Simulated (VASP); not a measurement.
A run of VASP 6.6.1 is set up as follows.

INCAR

```
PREC = Accurate ; ENCUT = 520
EDIFF = 1E-6 ; ISMEAR = 0
SIGMA = 0.15 ; LREAL = F
LASPH = T ; NELM = 60
ALGO = Normal ; ISIF = 2
LWAVE = F ; LCHARG = F
GGA = PS ; NBANDS = 39
```

The input KPOINTS:

```
Automatic mesh
0
Gamma
  8 8 14
```

The input POSCAR:

```
Ti3O4
1.0
    2.9128162305     -4.0303540204      0.0000000000
    2.9128162305      4.0303540204      0.0000000000
    0.0000000000      0.0000000000      2.9690273776
Ti O
3 4
Direct
    0.0000000000      0.0000000000      0.5000000000
    0.5000000000      0.0000000000      0.0000000000
    0.0000000000      0.5000000000      0.0000000000
    0.7733800101      0.7733800101      0.0000000000
    0.2719027062      0.7280972938      0.5000000000
    0.2266199899      0.2266199899      0.0000000000
    0.7280972938      0.2719027062      0.5000000000
```

Potentials or basis: VASP PAW PBE potentials, release 64 (Ti_sv, O).

Command:

```sh
$ cat potpaw_PBE.64/Ti_sv/POTCAR potpaw_PBE.64/O/POTCAR > POTCAR
$ mpirun -np 1 vasp_std > vasp.out
```

Problem. Estimate the band gap on the k mesh.

Solution. Zero (bands 30 and 31 overlap by 0.92 eV).

Problem. Estimate the pressure.

Solution. 0.8 GPa.

Problem. Predict the largest force.

Solution. 0.983 eV/Å.

Stress tensor (GPa, compression positive):
```
 4.13  0.00  0.00
 0.00 -5.23  0.00
 0.00  0.00  3.60
```

Caveat: the cell differs from its parent crystal (atoms displaced along a vibrational mode); the PAW data sets were made with another functional, which shifts forces and pressure a little; semilocal functionals often make such compounds metallic where correlation or magnetic order opens a gap, which also shifts bond lengths.
